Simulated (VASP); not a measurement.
# NbTe (P-6m2) in VASP: notebook

The runs below take NbTe through single point, with PBE.

All numbers are computed with VASP 6.6.1; they aren't measurements. Logs are shortened: lines on timing, memory, paths and dates and some standing lists are left out, and cuts for length are marked.

**1. The cell of the first run**

The structure is hexagonal, space group P-6m2 (No. 187). The conventional cell has a = 3.575 Å, b = 3.575 Å, c = 3.567 Å, α = 90.00°, β = 90.00°, γ = 120.00°. Nb (site symmetry -6m2) has 6 Te at 2.73 Å and 8 Nb at 3.57 to 3.58 Å within 3.6 Å. Within 3.6 Å of Te (site symmetry -6m2) lie 6 Nb at 2.73 Å and 8 Te at 3.57 to 3.58 Å.

**2. Single point, PBE**

INCAR reads:

```
PREC = Accurate
ENCUT = 520
EDIFF = 1E-6
ISMEAR = -1
SIGMA = 0.15
LREAL = F
LASPH = T
NELM = 60
ALGO = Normal
ISIF = 2
LWAVE = F
LCHARG = T
GGA = PE
LELF = T
LVHAR = T
NBANDS = 16
```

KPOINTS reads:

```
Automatic mesh
0
Gamma
  9 9 8
```

POSCAR reads:

```
NbTe
1.0
    3.5751820885      0.0000000000      0.0000000000
   -1.7875910442      3.0961989428      0.0000000000
    0.0000000000      0.0000000000      3.5667215050
Nb Te
1 1
Direct
    0.0000000000      0.0000000000      0.5000000000
    0.6666666667      0.3333333333      0.0000000000
```

Potentials or basis: VASP PAW PBE potentials, release 64 (Nb_sv, Te).

The run is started by

```sh
cat potpaw_PBE.64/Nb_sv/POTCAR potpaw_PBE.64/Te/POTCAR > POTCAR
mpirun -np 1 vasp_std > vasp.out
```

OUTCAR:

```text
PREC = Accurate
   ENCUT = 520
   EDIFF = 1E-6
   ISMEAR = -1
   LREAL = F
   LASPH = T
   NELM = 60
   ISIF = 2
   GGA = PE

 ion  position               nearest neighbor table
   1  0.000  0.000  0.500-   2 2.73   2 2.73   2 2.73   2 2.73   2 2.73   2 2.73
   2  0.667  0.333  0.000-   1 2.73   1 2.73   1 2.73   1 2.73   1 2.73   1 2.73

  LATTYP: Found a hexagonal cell.
 ALAT       =     3.5751820885
 C/A-ratio  =     0.9976335238

  Lattice vectors:

 A1 = (   3.5751820885,   0.0000000000,   0.0000000000)
 A2 = (  -1.7875910442,   3.0961989428,   0.0000000000)
 A3 = (   0.0000000000,   0.0000000000,   3.5667215050)

Analysis of symmetry for initial positions (statically):
=====================================================================
 Subroutine PRICEL returns:
 Original cell was already a primitive cell.

 Routine SETGRP: Setting up the symmetry group for a
 hexagonal supercell.

 Subroutine GETGRP returns: Found 12 space group operations
 (whereof 12 operations were pure point group operations)
 out of a pool of 24 trial point group operations.

The static configuration has the point symmetry D_3h.

Analysis of symmetry for dynamics (positions and initial velocities):
=====================================================================
 Subroutine PRICEL returns:
 Original cell was already a primitive cell.

 Routine SETGRP: Setting up the symmetry group for a
 hexagonal supercell.

 Subroutine GETGRP returns: Found 12 space group operations
 (whereof 12 operations were pure point group operations)
 out of a pool of 24 trial point group operations.

The dynamic configuration has the point symmetry D_3h.

 Subroutine INISYM returns: Found 12 space group operations
 (whereof 12 operations are pure point group operations),
 and found     1 'primitive' translations

----------------------------------------------------------------------------------------

                                     Primitive cell

  volume of cell :      39.4817

  direct lattice vectors                    reciprocal lattice vectors
     3.575182089  0.000000000  0.000000000     0.279706033  0.161488331  0.000000000
    -1.787591044  3.096198943  0.000000000     0.000000000  0.322976662  0.000000000
     0.000000000  0.000000000  3.566721505     0.000000000  0.000000000  0.280369521

  length of vectors
     3.575182089  3.575182462  3.566721505     0.322976696  0.322976662  0.280369521

  position of ions in fractional coordinates (direct lattice)
     0.000000000  0.000000000  0.500000000
     0.666666667  0.333333333  0.000000000

  ion indices of the primitive-cell ions
   primitive index   ion index
                 1           1
                 2           2

----------------------------------------------------------------------------------------

 KPOINTS: Automatic mesh

Automatic generation of k-mesh.
 Grid dimensions read from file:
 generate k-points for:    9    9    8

 Generating k-lattice:

  Cartesian coordinates                     Fractional coordinates (reciprocal lattice)
     0.031078448  0.017943148  0.000000000     0.111111111  0.000000000  0.000000000
     0.000000000  0.035886296  0.000000000     0.000000000  0.111111111  0.000000000
     0.000000000  0.000000000  0.035046190     0.000000000  0.000000000  0.125000000

  Length of vectors
     0.035886300  0.035886296  0.035046190

  Shift w.r.t. Gamma in fractional coordinates (k-lattice)
     0.000000000  0.000000000  0.000000000

 Subroutine IBZKPT returns following result:
 ===========================================

 Found     60 irreducible k-points:

 Following reciprocal coordinates:
            Coordinates               Weight
  0.000000  0.000000  0.000000      1.000000
  0.111111  0.000000  0.000000      6.000000
  0.222222  0.000000  0.000000      6.000000
  0.333333  0.000000  0.000000      6.000000
  0.444444  0.000000  0.000000      6.000000
  0.111111  0.111111  0.000000      6.000000
[... 16 lines left out ...]
  0.333333  0.222222  0.125000     24.000000
  0.333333  0.333333  0.125000      4.000000
 [... further k-points ...]
   k-points           NKPTS =     60   k-points in BZ     NKDIM =     60   number of bands    NBANDS=     16
   number of dos      NEDOS =    301   number of ions     NIONS =      2
   total plane-waves  NPLWV =  21952
   dimension x,y,z NGX =    28 NGY =   28 NGZ =   28
   dimension x,y,z NGXF=    56 NGYF=   56 NGZF=   56
   ions per type =               1   1
   NGX,Y,Z   is equivalent  to a cutoff of  13.02, 13.02, 13.05 a.u.
   NGXF,Y,Z  is equivalent  to a cutoff of  26.04, 26.04, 26.10 a.u.
 SYSTEM =  unknown system
   PREC   = accura    normal or accurate (medium, high low for compatibility)
   ISTART =      0    job   : 0-new  1-cont  2-samecut
   ICHARG =      2    charge: 1-file 2-atom 10-const
   ISPIN  =      1    spin polarized calculation?
   LNONCOLLINEAR =      F non collinear calculations
   LSORBIT =      F    spin-orbit coupling
   LASPH  =      T    aspherical Exc in radial PAW
   ENCUT  =  520.0 eV  38.22 Ry    6.18 a.u.   6.65  6.65  6.63*2*pi/ulx,y,z
   NELM   =     60;   NELMIN=  2; NELMDL= -5     # of ELM steps
   EDIFF  = 0.1E-05   stopping-criterion for ELM
   LREAL  =      F    real-space projection
   EDIFFG = 0.1E-04   stopping-criterion for IOM
   NSW    =      0    number of steps for IOM
   IBRION =     -1    ionic relax: 0-MD 1-quasi-New 2-CG
   NFREE  =      0    steps in history (QN), initial steepest desc. (CG)
   ISIF   =      2    stress and relaxation
   ISYM   =      2    0-nonsym 1-usesym 2-fastsym
   POTIM  = 0.5000    time-step for ionic-motion
   TEBEG  =    0.0;   TEEND  =   0.0 temperature during run
   PSTRESS=    0.0 pullay stress
   NELECT =      19.0000    total number of electrons
   NUPDOWN=      -1.0000    fix difference up-down
   EMIN   =  10.00;   EMAX   =-10.00  energy-range for DOS
   EFERMI =   0.00;   METHOD = LEGACY
   ISMEAR =    -1;   SIGMA  =   0.15  broadening in eV -4-tet -1-fermi 0-gaus
   EFERMI_NEDOS =   21; number of points for ismear=-14 and -15
   IALGO  =     38    algorithm
   IMIX   =      4    mixing-type and parameters
     AMIX     =   0.40;   BMIX     =  1.00
     AMIX_MAG =   1.60;   BMIX_MAG =  1.00
  volume/ion in A,a.u.               =      19.74       133.22
  Fermi-wavevector in a.u.,A,eV,Ry     =   1.282903  2.424336 22.393028  1.645841
  Thomas-Fermi vector in A             =   2.415188
   LORBIT       =      0    0 simple, 1 ext, 2 COOP (PROOUT), +10 PAW based schemes
   GGA     = PE    functional components
   LHFCALC =     F    Hartree Fock is set to
   AEXX    =    0.0000 exact exchange contribution
   IVDW    =     0    specifies the selected vdW correction
   LEPSILON=     F    determine dielectric tensor
   LRPA    =     F    only Hartree local field effects (RPA)
 non-spin polarized calculation
  energy-cutoff  :      520.00
  volume of cell :       39.48
 maximum number of plane-waves:      1082
 NGX is ok and might be reduce to    28
   NGX = 13   NGY = 13   NGZ = 13

 number of electron      19.0000000 magnetization

 Free energy of the ion-electron system (eV)
  ---------------------------------------------------
  ext. energy  EPLUGINS =         0.00000000
  ---------------------------------------------------
  free energy    TOTEN  =       -13.49995177 eV

  energy without entropy =      -13.40981419  energy(sigma->0) =      -13.45488298

 E-fermi :  12.6019     XC(G=0): -11.7927

 val. band max:       12.5987833600   @ k =   0.2222   0.0000   0.0000
 cond. band min:      12.6677747095   @ k =   0.2222   0.1111   0.3750
 fundamental gap:      0.0689913495
 Fermi energy:        12.6018557575

 k-point     1 :       0.0000    0.0000    0.0000
  band No.  band energies     occupation
      1     -42.8274      2.00000
      2     -19.0770      2.00000
      3     -18.8536      2.00000
      4     -18.8536      2.00000
      5      -2.3123      2.00000
      6       9.1220      2.00000
[... 8 lines left out ...]
     15      18.8268      0.00000
     16      20.0422      0.00000

 k-point     2 :       0.1111    0.0000    0.0000
  band No.  band energies     occupation
      1     -42.8256      2.00000
      2     -19.0726      2.00000
      3     -18.8787      2.00000
      4     -18.8594      2.00000
      5      -2.1355      2.00000
      6       8.4427      2.00000
[... 8 lines left out ...]
     15      18.7541      0.00000
     16      20.7386      0.00000

 k-point     3 :       0.2222    0.0000    0.0000
  band No.  band energies     occupation
      1     -42.8210      2.00000
      2     -19.0617      2.00000
      3     -18.9418      2.00000
      4     -18.8740      2.00000
      5      -1.6411      2.00000
      6       7.1959      2.00000
[... 8 lines left out ...]
     15      19.6526      0.00000
     16      21.6331      0.00000

 k-point     4 :       0.3333    0.0000    0.0000
  band No.  band energies     occupation
      1     -42.8158      2.00000
      2     -19.0492      2.00000
      3     -19.0123      2.00000
      4     -18.8906      2.00000
      5      -0.9562      2.00000
      6       5.8720      2.00000
[... 8 lines left out ...]
     15      19.9624      0.00000
     16      21.8680      0.00000
[... 324 lines left out ...]
 k-point    22 :       0.2222    0.2222    0.1250
  band No.  band energies     occupation
      1     -42.8122      2.00000
      2     -19.0673      2.00000
      3     -19.0121      2.00000
      4     -18.9206      2.00000
      5      -0.5343      2.00000
      6       5.9423      2.00000
[... 8 lines left out ...]
     15      19.9350      0.00000
     16      21.6006      0.00000

 k-point    23 :       0.3333    0.2222    0.1250
  band No.  band energies     occupation
      1     -42.8096      2.00000
      2     -19.0602      2.00000
      3     -19.0291      2.00000
      4     -18.9464      2.00000
      5      -0.1049      2.00000
      6       5.5222      2.00000
[... 8 lines left out ...]
     15      20.2218      0.00000
     16      21.6212      0.00000

 k-point    24 :       0.3333    0.3333    0.1250
  band No.  band energies     occupation
      1     -42.8087      2.00000
      2     -19.0577      2.00000
      3     -19.0129      2.00000
      4     -18.9777      2.00000
      5       0.0477      2.00000
      6       5.8512      2.00000
[... 8 lines left out ...]
     15      20.2090      0.00000
     16      20.5340      0.00000

 [... further k-points ...]

------------------------ aborting loop because EDIFF is reached ----------------------------------------

  FORCE on cell =-STRESS in cart. coord.  units (eV):
  Direction    XX          YY          ZZ          XY          YZ          ZX
  --------------------------------------------------------------------------------------
  -------------------------------------------------------------------------------------
  Total        3.4001275      3.4001284      4.5834372      0.0000000      0.0000000     -0.0000000
  in kB      137.9779087    137.9779471    185.9968723      0.0000000      0.0000000     -0.0000000
  external PRESSURE =     153.9842427 kB  Pullay stress =       0.0000000 kB

 VOLUME and BASIS-vectors are now :
 -----------------------------------------------------------------------------
  energy-cutoff  :      520.00
  volume of cell :       39.48
      direct lattice vectors                 reciprocal lattice vectors
     3.575182089  0.000000000  0.000000000     0.279706033  0.161488331  0.000000000
    -1.787591044  3.096198943  0.000000000     0.000000000  0.322976662  0.000000000
     0.000000000  0.000000000  3.566721505     0.000000000  0.000000000  0.280369521

 POSITION                                       TOTAL-FORCE (eV/Angst)
 -----------------------------------------------------------------------------------
      0.00000      0.00000      1.78336         0.000000      0.000000      0.000000
      1.78759      1.03207      0.00000        -0.000000     -0.000000      0.000000
 -----------------------------------------------------------------------------------
    total drift:                               -0.000000     -0.000008      0.000000

  FREE ENERGIE OF THE ION-ELECTRON SYSTEM (eV)
  ---------------------------------------------------
  free  energy   TOTEN  =       -13.4999517687 eV

  energy  without entropy=      -13.4098141942  energy(sigma->0) =      -13.45488298
```

Wall time 31 s (1 thread of Intel Xeon 6975P-C, shared host); peak memory 0.18 GiB.

What came out:

```yaml
Free_energy: -13.5000 eV
Pressure: 15.4 GPa
```

Caveat: spin-orbit coupling is left out, which moves the levels of the heavy elements.

**3. Single point, PBE**

This run uses another cell than the first one, of 20.29 Å³/atom, 1.028 times its volume.

INCAR reads:

```
  PREC = Accurate
  ENCUT = 520
  EDIFF = 1E-7
  ISMEAR = -1
  SIGMA = 0.15
  LREAL = F
  LASPH = T
  NELM = 100
  ALGO = Normal
  ISIF = 2
  LWAVE = F
  LCHARG = F
  GGA = PE
  NBANDS = 16
```

KPOINTS is that of step 2.

POSCAR reads:

```
NbTe
1.0
    3.6079837564      0.0000000000      0.0000000000
   -1.8039918782      3.1246060245      0.0000000000
    0.0000000000      0.0000000000      3.5994455486
Nb Te
1 1
Direct
    0.0000000000      0.0000000000      0.5000000000
    0.6666666667      0.3333333333      0.0000000000
```

Potentials or basis: VASP PAW PBE potentials, release 64 (Nb_sv, Te).

The run is started by

```sh
cat potpaw_PBE.64/Nb_sv/POTCAR potpaw_PBE.64/Te/POTCAR > POTCAR
mpirun -np 1 vasp_std > vasp.out
```

It took 42 s on 1 thread of Intel Xeon 6975P-C, shared host; peak memory 0.18 GiB.

Results (log left out):

```
Free energy : -13.5887 eV
Pressure    : 10.5 GPa
```

Stress tensor (GPa, compression positive):
```
 9.39  0.00  0.00
 0.00  9.39  0.00
 0.00  0.00 12.86
```

Levels at points of the mesh, in eV from the Fermi level:
| k point | band 6 | band 7 | band 8 | band 9 | band 10 | band 11 | band 12 | band 13 | band 14 | band 15 |
| --- | --- | --- | --- | --- | --- | --- | --- | --- | --- | --- |
| (0.00, 0.00, 0.00) | -3.34 | -3.34 | -3.34 | -2.30 | 0.15 | 0.15 | 2.78 | 2.78 | 3.38 | 6.13 |
| (0.00, 0.00, 0.50) | -7.96 | -2.74 | -2.74 | -1.09 | -1.09 | 0.78 | 1.82 | 1.82 | 5.71 | 6.24 |

Caveat: spin-orbit coupling is left out, which moves the levels of the heavy elements.
